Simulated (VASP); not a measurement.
Wanted: the native input for a VASP 6.6.1 run.

| Item | Value |
| --- | --- |
| Task | single point |
| Functional | r2SCAN |
| Potentials or basis | VASP PAW PBE potentials, release 64 (As) |
| Cutoff | 520 eV |
| k mesh | 6 × 6 × 4 |
| Occupations | gaussian, width 0.1 eV |
| Spin | no spin polarisation |
| Dipole correction | no |
| Further INCAR settings | ALGO = Normal; EDIFF = 1e-06; NBANDS = 18 |

Crystal: As.

```
CELL_PARAMETERS angstrom
4.58929 0.00000 0.00000
-2.29464 3.97444 0.00000
0.00000 0.00000 5.71025
ATOMIC_POSITIONS crystal
As 0.33333 0.66667 0.46402
As 0.66667 0.33333 0.96402
As 0.66667 0.33333 0.53598
As 0.33333 0.66667 0.03598
```

One way to write it, as run:

POSCAR

```
As
1.0
    4.5892864040      0.0000000000      0.0000000000
   -2.2946432020      3.9744386111      0.0000000000
    0.0000000000      0.0000000000      5.7102529427
As
4
Direct
    0.3333333333      0.6666666667      0.4640164584
    0.6666666667      0.3333333333      0.9640164584
    0.6666666667      0.3333333333      0.5359835416
    0.3333333333      0.6666666667      0.0359835416
```

INCAR.step1

```
SYSTEM = As
ALGO     = Normal         ! electronic algorithm
EDIFF    = 1E-4           ! SCF threshold, eV
ENCUT    = 520            ! plane-wave cutoff, eV
GGA      = PE             ! functional
ISMEAR   = 0              ! smearing method
LASPH    = .True.         ! aspherical terms in the spheres
LCHARG   = .False.        ! write CHGCAR
LREAL    = .False.        ! projectors in reciprocal space
LWAVE    = .True.         ! write WAVECAR
NBANDS   = 18             ! bands
NELM     = 100            ! most SCF steps
PREC     = Accurate       ! precision mode
SIGMA    = 0.1            ! smearing width, eV
```

INCAR.step2

```
SYSTEM = As
ALGO     = Normal         ! electronic algorithm
EDIFF    = 1E-6           ! SCF threshold, eV
ENCUT    = 520            ! plane-wave cutoff, eV
ISIF     = 2              ! what is computed and relaxed
ISMEAR   = 0              ! smearing method
ISTART   = 1            
LASPH    = .True.         ! aspherical terms in the spheres
LCHARG   = .False.        ! write CHGCAR
LMIXTAU  = .True.       
LREAL    = .False.        ! projectors in reciprocal space
LWAVE    = .False.        ! write WAVECAR
METAGGA  = R2SCAN         ! meta-GGA
NBANDS   = 18             ! bands
NELM     = 100            ! most SCF steps
PREC     = Accurate       ! precision mode
SIGMA    = 0.1            ! smearing width, eV
```

KPOINTS

```
k-points
0
Gamma
  6 6 4
  0 0 0
```

Potentials or basis: VASP PAW PBE potentials, release 64 (As).

Run with:

```sh
$ cat potpaw_PBE.64/As/POTCAR > POTCAR
$ cp INCAR.step1 INCAR
$ mpirun -np 1 vasp_std > vasp.out
$ cp INCAR.step2 INCAR
$ mpirun -np 1 vasp_std > vasp.out
```

Results of the run:

```yaml
Pressure: 0.2 GPa
Largest_force: 0.035 eV/Å
Band_gap_on_the_k_mesh: zero (band 10 reaches 4.03 eV, above the bottom of band 11 at 3.32 eV)
```

Caveat: the PAW data sets were made with another functional, which shifts forces and pressure a little.

Wall time 2.3 min on 1 thread of Intel(R) Xeon(R) Platinum 8375C CPU @ 2.90GHz (Ice Lake), on a shared host, peak memory 0.23 GiB.
